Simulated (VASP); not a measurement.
# P: single point with PBE

Crystal: P.

```xyz
4
Lattice="1.6582 -5.2420 0.0000 1.6582 5.2420 0.0000 0.0000 0.0000 4.3793" Properties=species:S:1:pos:R:3 pbc="T T T"
P     1.6582   -4.1766    0.3533
P     1.6582   -1.0654    2.5430
P     1.6582    4.1766    4.0260
P     1.6582    1.0654    1.8363
```

```json
{"Program": "VASP 6.6.1", "Task": "single point", "Functional": "PBE", "Potentials or basis": "VASP PAW PBE potentials, release 64 (P)", "Cutoff": "520 eV", "k mesh": "6 × 6 × 5", "Occupations": "gaussian, width 0.01 eV", "Spin": "no spin polarisation"}
```

```
Pressure               : 1.8 GPa
Largest force          : 0.050 eV/Å
Band gap on the k mesh : 0.13 eV (least direct gap 0.29 eV)
```

Forces in eV/Å, atoms in the order of the input:
```
P    0.000  0.049 -0.011
P    0.000 -0.049 -0.011
P    0.000 -0.049  0.011
P    0.000  0.049  0.011
```

Stress tensor (GPa, compression positive):
```
1.57 0.00 0.00
0.00 2.30 0.00
0.00 0.00 1.42
```

Levels at points of the mesh, in eV from the valence-band top:
| k point | band 8 | band 9 | band 10 | band 11 | band 12 | band 13 |
| --- | --- | --- | --- | --- | --- | --- |
| (0.00, 0.00, 0.00) | -2.81 | -2.53 | -1.35 | 0.78 | 1.16 | 1.92 |
| (0.50, 0.00, 0.00) | -3.31 | -2.65 | -2.65 | 0.82 | 0.82 | 1.23 |
| (0.50, 0.50, 0.00) | -2.22 | -1.58 | 0.00 | 0.29 | 0.72 | 2.29 |

Wall time 82 s on 1 thread of Intel Xeon 8259CL (shared host), peak memory 0.24 GiB.

Caveat: an odd mesh through Γ misses points on the zone boundary, where band edges can lie.
